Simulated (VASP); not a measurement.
Set up this calculation in VASP 6.6.1, as the native input.

* Task: single point
* Functional: PBEsol
* Potentials or basis: VASP PAW PBE potentials, release 64 (B, N)
* Cutoff: 520 eV
* k mesh: 12 × 12 × 2
* Occupations: gaussian, width 0.02 eV
* Spin: no spin polarisation
* Dipole correction: no
* Further INCAR settings: ALGO = Normal; EDIFF = 1e-06; NBANDS = 36

The structure of BN lies in POSCAR:

```
BN
1.0
    2.5465809686      0.0000000000      0.0000000000
   -1.2732904843      2.2054038116      0.0000000000
    0.0000000000      0.0000000000     12.5294668929
B N
6 6
Direct
    0.0000000000      0.0000000000     -0.0001081170
    0.3333333333      0.6666666667      0.1663919703
    0.0000000000      0.0000000000      0.3337827070
    0.6666666667      0.3333333333      0.4998918830
    0.3333333333      0.6666666667      0.6663919703
    0.6666666667      0.3333333333      0.8337827070
    0.0000000000      0.0000000000      0.1245259175
    0.3333333333      0.6666666667      0.2920398913
    0.0000000000      0.0000000000      0.4583676309
    0.6666666667      0.3333333333      0.6245259175
    0.3333333333      0.6666666667      0.7920398913
    0.6666666667      0.3333333333      0.9583676309
```

These files were run (other wordings do the same):

INCAR

```
SYSTEM = BN
PREC = Accurate
ENCUT = 520
EDIFF = 1E-6
ISMEAR = 0
SIGMA = 0.02
LREAL = .FALSE.
LASPH = .TRUE.
NELM = 100
ALGO = Normal
ISIF = 2
LWAVE = .FALSE.
LCHARG = .TRUE.
GGA = PS
LELF = .TRUE.
LVHAR = .TRUE.
NBANDS = 36
```

KPOINTS

```
regular mesh
0
G
  12 12 2
  0 0 0
```

Potentials or basis: VASP PAW PBE potentials, release 64 (B, N).

Run with:

```bash
$ cat potpaw_PBE.64/B/POTCAR potpaw_PBE.64/N/POTCAR > POTCAR
$ mpirun -np 1 vasp_std > vasp.out
```

Results of the run:

```yaml
Pressure: 0.6 GPa
Band_gap_on_the_k_mesh: 5.03 eV, indirect (least direct gap 7.05 eV)
```

Caveat: the PAW data sets were made with another functional, which shifts forces and pressure a little.

Wall time 82 s on 1 thread of AMD EPYC 7R13 Processor (Zen 3), on a shared host, peak memory 0.18 GiB.
